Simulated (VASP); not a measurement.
GaAs: single point with PBE

GaAs:

```
Ga As
1.0
     0.00000    2.89745    2.89745
     2.89745    0.00000    2.89745
     2.89745    2.89745    0.00000
Ga As
1 1
Direct
  0.00000 0.00000 0.00000
  0.25000 0.25000 0.25000
```

| Quantity | Value |
| --- | --- |
| Program | VASP 6.6.1 |
| Task | single point |
| Functional | PBE |
| Potentials or basis | VASP PAW PBE potentials, release 64 (Ga_d, As) |
| Cutoff | 500 eV |
| k mesh | 5 × 5 × 5 |
| Occupations | methfessel-paxton, width 0.0656 eV |
| Spin | no spin polarisation |

| Property | Result |
| --- | --- |
| Pressure | -1.0 GPa |
| Band gap on the k mesh | zero (filled and empty bands touch) |

Levels at points of the mesh, in eV from the Fermi level:
```csv
k point,band 7,band 8,band 9,band 10,band 11,band 12
"(0.00, 0.00, 0.00)",-0.04,-0.02,-0.02,-0.02,3.68,3.68
```

Run time: 8.9 s on 1 thread of Intel(R) Xeon(R) Platinum 8375C CPU @ 2.90GHz (Ice Lake), on a shared host, peak memory 0.16 GiB.

Caveat: the k points lie up to 0.38 Å⁻¹ apart.
